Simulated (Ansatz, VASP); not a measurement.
# Two plane-wave programs on Ga3As2P

```xyz
6
Lattice="4.0064 0.0000 0.0000 -2.0032 3.4697 0.0000 0.0000 0.0000 9.7993" Properties=species:S:1:pos:R:3 pbc="T T T"
Ga    0.0000    0.0000   -0.0650
Ga    0.0000    2.3131    6.5975
Ga    2.0032    1.1566    3.2674
P     0.0000    2.3131    8.9837
As    2.0032    1.1566    5.7459
As    0.0000    0.0000    2.4188
```

Alike in both runs: functional PBE; k mesh 6 × 6 × 2; occupations gaussian, width 0.1 eV; no spin polarisation.

Ansatz relaxed the structure, and its values are those at the end. VASP's run is a single point on that final structure, the one shown.

|  | VASP | Ansatz |
| --- | --- | --- |
| version | VASP 6.6.1 | Ansatz 0.2.0 |
| potentials or method | VASP PAW PBE potentials, release 64 (Ga_d, P, As), cutoff 520 eV | scalar-relativistic, plane waves, PAW |
| valence electrons in the cell | 54 | 74 |

```csv
,VASP,Ansatz,Ansatz less VASP
gap on the k mesh at the Fermi level (eV),0.53,0.53,+0.001
least direct gap on the mesh (eV),0.53,0.53,+0.001
pressure (GPa),0.1,0.0,-0.10
rms of the force components (eV/Å),0.005,0.001,-0.0037
```

With one functional, cell and mesh, what is left measures potentials, basis and numerics. VASP's potentials hold 54 valence electrons a cell and Ansatz's 74, so a difference there can come from the potentials and not from the codes.
